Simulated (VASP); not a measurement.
# Cs2Zn2H4Se3O11 (P-1) in VASP: single point with PBE

Aim: the single point of Cs2Zn2H4Se3O11 with PBE.

Everything below comes from runs of VASP 6.6.1. Logs are shortened: lines on timing, memory, paths and dates and some standing lists are left out, and cuts for length are marked.

### Step 1. The cell of the first run

The typed cell holds 44 atoms: a = 7.509 Å, b = 9.792 Å, c = 9.913 Å, α = 77.09°, β = 72.85°, γ = 88.32°.

### Step 2. Single point, PBE

File INCAR:

```
PREC = Accurate ; ENCUT = 520
EDIFF = 1E-6 ; ISMEAR = -1
SIGMA = 0.02 ; LREAL = Auto
LASPH = True ; NELM = 100
ALGO = Normal ; ISIF = 2
LWAVE = False ; LCHARG = False
GGA = PE ; NBANDS = 158
KPAR = 4
```

File KPOINTS:

```
Automatic mesh
0
Gamma
  3 2 2
```

File POSCAR:

```
Cs2Zn2H4Se3O11
1.0
    7.5093000000      0.0000000000      0.0000000000
    0.2870694326      9.7875910407      0.0000000000
    2.9232448732      2.1304569660      9.2292684633
Cs Zn H Se O
4 4 8 6 22
Direct
    0.8746748755      0.2505158539      0.4575941326
    0.1253251245      0.7494841461      0.5424058674
    0.1204301209      0.7128816707      0.0154850855
    0.8795698791      0.2871183293      0.9845149145
    0.5183696112      0.8236701497      0.1284928238
    0.4816303888      0.1763298503      0.8715071762
    0.4817694592      0.1654066736      0.3524221694
    0.5182305408      0.8345933264      0.6475778306
    0.9555961390      0.4475987894      0.6520772766
    0.0444038610      0.5524012106      0.3479227234
    0.1480179552      0.4199934652      0.5466177078
    0.8519820448      0.5800065348      0.4533822922
    0.7774431225      0.5950833896      0.8134547437
    0.2225568775      0.4049166104      0.1865452563
    0.6990029360      0.6088746788      0.9746735940
    0.3009970640      0.3911253212      0.0253264060
    0.4777980162      0.5019900573      0.3075554084
    0.5222019838      0.4980099427      0.6924445916
    0.7655572534      0.9018134693      0.3166282204
    0.2344427466      0.0981865307      0.6833717796
    0.2343624631      0.0571271181      0.1922207374
    0.7656375369      0.9428728819      0.8077792626
    0.7261412223      0.0789585899      0.2972351233
    0.2738587777      0.9210414101      0.7027648767
    0.5485753523      0.8788138596      0.9151337177
    0.4514246477      0.1211861404      0.0848662823
    0.4398998029      0.1748764966      0.5624145589
    0.5601001971      0.8251235034      0.4375854411
    0.7538941766      0.8700635297      0.1555507821
    0.2461058234      0.1299364703      0.8444492179
    0.2634779858      0.8778705920      0.2152607127
    0.7365220142      0.1221294080      0.7847392873
    0.2417269405      0.0878144918      0.3559404756
    0.7582730595      0.9121855082      0.6440595244
    0.5088110692      0.6173869481      0.1415016244
    0.4911889308      0.3826130519      0.8584983756
    0.5873527259      0.3580018159      0.2533817919
    0.4126472741      0.6419981841      0.7466182081
    0.2456770227      0.4528973157      0.3551224716
    0.7543229773      0.5471026843      0.6448775284
    0.0793503107      0.4093306055      0.6507657968
    0.9206496893      0.5906693945      0.3492342032
    0.8157944037      0.6146327106      0.8944782981
    0.1842055963      0.3853672894      0.1055217019
```

Potentials or basis: VASP PAW PBE potentials, release 64 (Cs_sv, Zn, H, Se, O).

On the command line:

```sh
> cat potpaw_PBE.64/Cs_sv/POTCAR potpaw_PBE.64/Zn/POTCAR potpaw_PBE.64/H/POTCAR potpaw_PBE.64/Se/POTCAR potpaw_PBE.64/O/POTCAR > POTCAR
> mpirun -np 4 vasp_std > vasp.out
```

OUTCAR:

```text
PREC = Accurate
   ENCUT = 520
   EDIFF = 1E-6
   ISMEAR = -1
   LREAL = Auto
   LASPH = True
   NELM = 100
   ISIF = 2
   GGA = PE

 ion  position               nearest neighbor table
   1  0.875  0.251  0.458-
   2  0.125  0.749  0.542-
   3  0.120  0.713  0.015-
   4  0.880  0.287  0.985-
   5  0.518  0.824  0.128-  29 1.95  31 1.96  35 2.00  25 2.01
   6  0.482  0.176  0.872-  30 1.95  32 1.96  36 2.00  26 2.01
   7  0.482  0.165  0.352-  33 1.96  23 1.98  37 1.99  27 2.03
   8  0.518  0.835  0.648-  34 1.96  24 1.98  38 1.99  28 2.03
   9  0.956  0.448  0.652-  41 0.99
  10  0.044  0.552  0.348-  42 0.99
  11  0.148  0.420  0.547-  41 0.99
  12  0.852  0.580  0.453-  42 0.99
  13  0.777  0.595  0.813-  43 0.99
  14  0.223  0.405  0.187-  44 0.99
  15  0.699  0.609  0.975-  43 0.99
  16  0.301  0.391  0.025-  44 0.99
  17  0.478  0.502  0.308-  39 1.72  37 1.72  35 1.73
  18  0.522  0.498  0.692-  40 1.72  38 1.72  36 1.73
  19  0.766  0.902  0.317-  28 1.72  29 1.72  23 1.73
  20  0.234  0.098  0.683-  27 1.72  30 1.72  24 1.73
  21  0.234  0.057  0.192-  26 1.71  33 1.73  31 1.73
  22  0.766  0.943  0.808-  25 1.71  34 1.73  32 1.73
  23  0.726  0.079  0.297-  19 1.73   7 1.98
  24  0.274  0.921  0.703-  20 1.73   8 1.98
  25  0.549  0.879  0.915-  22 1.71   5 2.01
  26  0.451  0.121  0.085-  21 1.71   6 2.01
  27  0.440  0.175  0.562-  20 1.72   7 2.03
  28  0.560  0.825  0.438-  19 1.72   8 2.03
[... 8 lines left out ...]
  37  0.587  0.358  0.253-  17 1.72   7 1.99
  38  0.413  0.642  0.747-  18 1.72   8 1.99
  39  0.246  0.453  0.355-  17 1.72
  40  0.754  0.547  0.645-  18 1.72
  41  0.079  0.409  0.651-   9 0.99  11 0.99
  42  0.921  0.591  0.349-  10 0.99  12 0.99
  43  0.816  0.615  0.894-  13 0.99  15 0.99
  44  0.184  0.385  0.106-  14 0.99  16 0.99

  LATTYP: Found a triclinic cell.
 ALAT       =     7.5093000000
 B/A-ratio  =     1.6198287942
 C/A-ratio  =     1.3200697801
 COS(alpha) =     0.0021588421
 COS(beta)  =     0.2948959803
 COS(gamma) =     0.5937488471

  Lattice vectors:

 A1 = (  -7.5093000000,   0.0000000000,   0.0000000000)
 A2 = (  -7.2222305674,   9.7875910407,   0.0000000000)
 A3 = (  -2.9232448732,  -2.1304569660,  -9.2292684633)

Analysis of symmetry for initial positions (statically):
=====================================================================
 Subroutine PRICEL returns:
 Original cell was already a primitive cell.

 Routine SETGRP: Setting up the symmetry group for a
 triclinic supercell.

 Subroutine GETGRP returns: Found  2 space group operations
 (whereof  2 operations were pure point group operations)
 out of a pool of  2 trial point group operations.

The static configuration has the point symmetry S_2 .

Analysis of symmetry for dynamics (positions and initial velocities):
=====================================================================
 Subroutine PRICEL returns:
 Original cell was already a primitive cell.

 Routine SETGRP: Setting up the symmetry group for a
 triclinic supercell.

 Subroutine GETGRP returns: Found  2 space group operations
 (whereof  2 operations were pure point group operations)
 out of a pool of  2 trial point group operations.

The dynamic configuration has the point symmetry S_2 .

 Subroutine INISYM returns: Found  2 space group operations
 (whereof  2 operations are pure point group operations),
 and found     1 'primitive' translations

----------------------------------------------------------------------------------------

                                     Primitive cell

  volume of cell :     678.3324

  direct lattice vectors                    reciprocal lattice vectors
     7.509300000  0.000000000  0.000000000     0.133168205 -0.003905815 -0.041277605
     0.287069433  9.787591041  0.000000000     0.000000000  0.102170186 -0.023584663
     2.923244873  2.130456966  9.229268463     0.000000000  0.000000000  0.108350949

  length of vectors
     7.509300000  9.791800000  9.912800000     0.139473535  0.104856966  0.108350949

  position of ions in fractional coordinates (direct lattice)
     0.874674875  0.250515854  0.457594133
     0.125325125  0.749484146  0.542405867
     0.120430121  0.712881671  0.015485086
     0.879569879  0.287118329  0.984514914
     0.518369611  0.823670150  0.128492824
     0.481630389  0.176329850  0.871507176
[... 36 lines left out ...]
     0.815794404  0.614632711  0.894478298
     0.184205596  0.385367289  0.105521702

  ion indices of the primitive-cell ions
   primitive index   ion index
                 1           1
                 2           2
                 3           3
                 4           4
                 5           5
                 6           6
[... 36 lines left out ...]
                43          43
                44          44

----------------------------------------------------------------------------------------

 KPOINTS: Automatic mesh

Automatic generation of k-mesh.
 Grid dimensions read from file:
 generate k-points for:    3    2    2

 Generating k-lattice:

  Cartesian coordinates                     Fractional coordinates (reciprocal lattice)
     0.044389402 -0.001301938 -0.013759202     0.333333333  0.000000000  0.000000000
     0.000000000  0.051085093 -0.011792331     0.000000000  0.500000000  0.000000000
     0.000000000  0.000000000  0.054175475     0.000000000  0.000000000  0.500000000

  Length of vectors
     0.046491178  0.052428483  0.054175475

  Shift w.r.t. Gamma in fractional coordinates (k-lattice)
     0.000000000  0.000000000  0.000000000

 Subroutine IBZKPT returns following result:
 ===========================================

 Found      8 irreducible k-points:

 Following reciprocal coordinates:
            Coordinates               Weight
  0.000000  0.000000  0.000000      1.000000
  0.333333  0.000000 -0.000000      2.000000
  0.000000  0.500000 -0.000000      1.000000
  0.333333  0.500000 -0.000000      2.000000
  0.000000  0.000000  0.500000      1.000000
  0.333333  0.000000  0.500000      2.000000
  0.000000  0.500000  0.500000      1.000000
  0.333333  0.500000  0.500000      2.000000
   k-points           NKPTS =      8   k-points in BZ     NKDIM =      8   number of bands    NBANDS=    158
   number of dos      NEDOS =    301   number of ions     NIONS =     44
   total plane-waves  NPLWV = 358400
   dimension x,y,z NGX =    56 NGY =   80 NGZ =   80
   dimension x,y,z NGXF=   112 NGYF=  160 NGZF=  160
   ions per type =               4   4   8   6  22
   NGX,Y,Z   is equivalent  to a cutoff of  12.40, 13.58, 13.42 a.u.
   NGXF,Y,Z  is equivalent  to a cutoff of  24.80, 27.16, 26.83 a.u.
 SYSTEM =  unknown system
   PREC   = accura    normal or accurate (medium, high low for compatibility)
   ISTART =      0    job   : 0-new  1-cont  2-samecut
   ICHARG =      2    charge: 1-file 2-atom 10-const
   ISPIN  =      1    spin polarized calculation?
   LNONCOLLINEAR =      F non collinear calculations
   LSORBIT =      F    spin-orbit coupling
   LASPH  =      T    aspherical Exc in radial PAW
   ENCUT  =  520.0 eV  38.22 Ry    6.18 a.u.  13.96 18.21 18.43*2*pi/ulx,y,z
   NELM   =    100;   NELMIN=  2; NELMDL= -5     # of ELM steps
   EDIFF  = 0.1E-05   stopping-criterion for ELM
   LREAL  =      T    real-space projection
   EDIFFG = 0.1E-04   stopping-criterion for IOM
   NSW    =      0    number of steps for IOM
[... 5 lines left out ...]
   TEBEG  =    0.0;   TEEND  =   0.0 temperature during run
   PSTRESS=    0.0 pullay stress
   NELECT =     260.0000    total number of electrons
   NUPDOWN=      -1.0000    fix difference up-down
   EMIN   =  10.00;   EMAX   =-10.00  energy-range for DOS
   EFERMI =   0.00;   METHOD = LEGACY
   ISMEAR =    -1;   SIGMA  =   0.02  broadening in eV -4-tet -1-fermi 0-gaus
   EFERMI_NEDOS =   21; number of points for ismear=-14 and -15
   IALGO  =     38    algorithm
   IMIX   =      4    mixing-type and parameters
     AMIX     =   0.40;   BMIX     =  1.00
     AMIX_MAG =   1.60;   BMIX_MAG =  1.00
  volume/ion in A,a.u.               =      15.42       104.04
  Fermi-wavevector in a.u.,A,eV,Ry     =   1.189191  2.247246 19.241035  1.414176
  Thomas-Fermi vector in A             =   2.325304
   LORBIT       =      0    0 simple, 1 ext, 2 COOP (PROOUT), +10 PAW based schemes
   GGA     = PE    functional components
   LHFCALC =     F    Hartree Fock is set to
   AEXX    =    0.0000 exact exchange contribution
   IVDW    =     0    specifies the selected vdW correction
   LEPSILON=     F    determine dielectric tensor
   LRPA    =     F    only Hartree local field effects (RPA)
 non-spin polarized calculation
  energy-cutoff  :      520.00
  volume of cell :      678.33
 maximum number of plane-waves:     18291
 NGX is ok and might be reduce to    56
   NGX = 27   NGY = 37   NGZ = 37

 number of electron     259.9999968 magnetization

 Free energy of the ion-electron system (eV)
  ---------------------------------------------------
  ext. energy  EPLUGINS =         0.00000000
  ---------------------------------------------------
  free energy    TOTEN  =      -217.62562348 eV

  energy without entropy =     -217.62562348  energy(sigma->0) =     -217.62562348

 E-fermi :   0.4488     XC(G=0):  -8.8217

 val. band max:       -0.1022725649   @ k =   0.3333   0.0000  -0.0000
 cond. band min:       4.1984157039   @ k =   0.0000   0.0000   0.5000
 fundamental gap:      4.3006882689
 Fermi energy:         0.4487940560

 k-point     1 :       0.0000    0.0000    0.0000
  band No.  band energies     occupation
      1     -20.1444      2.00000
      2     -20.0341      2.00000
      3     -19.8789      2.00000
      4     -19.8339      2.00000
      5     -19.8056      2.00000
      6     -19.7724      2.00000
[... 134 lines left out ...]
    141       5.5652      0.00000
    142       5.5941      0.00000

 k-point     2 :       0.3333    0.0000   -0.0000
  band No.  band energies     occupation
      1     -20.1204      2.00000
      2     -20.0439      2.00000
      3     -19.8749      2.00000
      4     -19.8372      2.00000
      5     -19.8035      2.00000
      6     -19.7811      2.00000
[... 1004 lines left out ...]
    141       5.6070      0.00000
    142       5.6582      0.00000
 [bands above 142 left out]

------------------------ aborting loop because EDIFF is reached ----------------------------------------

  FORCE on cell =-STRESS in cart. coord.  units (eV):
  Direction    XX          YY          ZZ          XY          YZ          ZX
  --------------------------------------------------------------------------------------
  -------------------------------------------------------------------------------------
  Total        8.8087400      9.3822806      8.7590181      0.4379258     -0.1752416     -0.1569198
  in kB       20.8056756     22.1603416     20.6882358      1.0343525     -0.4139095     -0.3706345
  external PRESSURE =      21.2180844 kB  Pullay stress =       0.0000000 kB

 VOLUME and BASIS-vectors are now :
 -----------------------------------------------------------------------------
  energy-cutoff  :      520.00
  volume of cell :      678.33
      direct lattice vectors                 reciprocal lattice vectors
     7.509300000  0.000000000  0.000000000     0.133168205 -0.003905815 -0.041277605
     0.287069433  9.787591041  0.000000000     0.000000000  0.102170186 -0.023584663
     2.923244873  2.130456966  9.229268463     0.000000000  0.000000000  0.108350949

 POSITION                                       TOTAL-FORCE (eV/Angst)
 -----------------------------------------------------------------------------------
      7.97777      3.42683      4.22326         0.016944      0.001664      0.000379
      2.74184      8.49122      5.00601        -0.016944     -0.001664     -0.000379
      1.15426      7.01038      0.14292        -0.003713      0.001276     -0.012878
      9.56536      4.90766      9.08635         0.003713     -0.001276      0.012878
      4.50466      8.33550      1.18589        -0.007539     -0.006974     -0.003814
      6.21495      3.58255      8.04337         0.007539      0.006974      0.003814
[... 36 lines left out ...]
      8.91727      7.92142      8.25538         0.058241      0.011171     -0.008711
      1.80235      3.99663      0.97389        -0.058241     -0.011171      0.008711
 -----------------------------------------------------------------------------------
    total drift:                                0.000000     -0.000000     -0.000000

  FREE ENERGIE OF THE ION-ELECTRON SYSTEM (eV)
  ---------------------------------------------------
  free  energy   TOTEN  =      -217.6256234847 eV

  energy  without entropy=     -217.6256234847  energy(sigma->0) =     -217.62562348
```

Run time: 18 min. Hardware: 4 MPI ranks of AMD EPYC, shared host; peak memory 1.1 GiB.

What came out:

```
Free energy            : -217.6256 eV
Pressure               : 2.1 GPa
Largest force          : 0.291 eV/Å
Band gap on the k mesh : 4.30 eV (least direct gap 4.32 eV)
```

Forces on the atoms (eV/Å):
```
Cs   0.017  0.002  0.000
Cs  -0.017 -0.002  0.000
Cs  -0.004  0.001 -0.013
Cs   0.004 -0.001  0.013
Zn  -0.008 -0.007 -0.004
Zn   0.008  0.007  0.004
Zn  -0.006  0.002 -0.004
Zn   0.006 -0.002  0.004
H   -0.085  0.032  0.043
H    0.085 -0.032 -0.043
H    0.059 -0.027 -0.069
H   -0.059  0.027  0.069
H   -0.026 -0.032 -0.092
H    0.026  0.032  0.092
H   -0.036  0.028  0.105
H    0.036 -0.028 -0.105
Se   0.181  0.139  0.175
Se  -0.181 -0.139 -0.175
Se   0.256 -0.052  0.049
Se  -0.256  0.052 -0.049
Se  -0.279  0.062 -0.053
Se   0.279 -0.062  0.053
O    0.005  0.135 -0.038
O   -0.005 -0.135  0.038
O   -0.175 -0.041  0.076
O    0.175  0.041 -0.076
O    0.133  0.059 -0.086
O   -0.133 -0.059  0.086
O   -0.015 -0.054 -0.153
O    0.015  0.054  0.153
O   -0.012 -0.147  0.038
O    0.012  0.147 -0.038
O    0.008  0.041  0.148
O   -0.008 -0.041 -0.148
O   -0.028  0.026 -0.158
O    0.028 -0.026  0.158
O    0.065 -0.115 -0.081
O   -0.065  0.115  0.081
O   -0.199 -0.051  0.046
O    0.199  0.051 -0.046
O    0.033 -0.017  0.031
O   -0.033  0.017 -0.031
O    0.058  0.011 -0.009
O   -0.058 -0.011  0.009
```

Caveat: spin-orbit coupling is left out, which moves the levels of the heavy elements. A k mesh can miss the band edges.
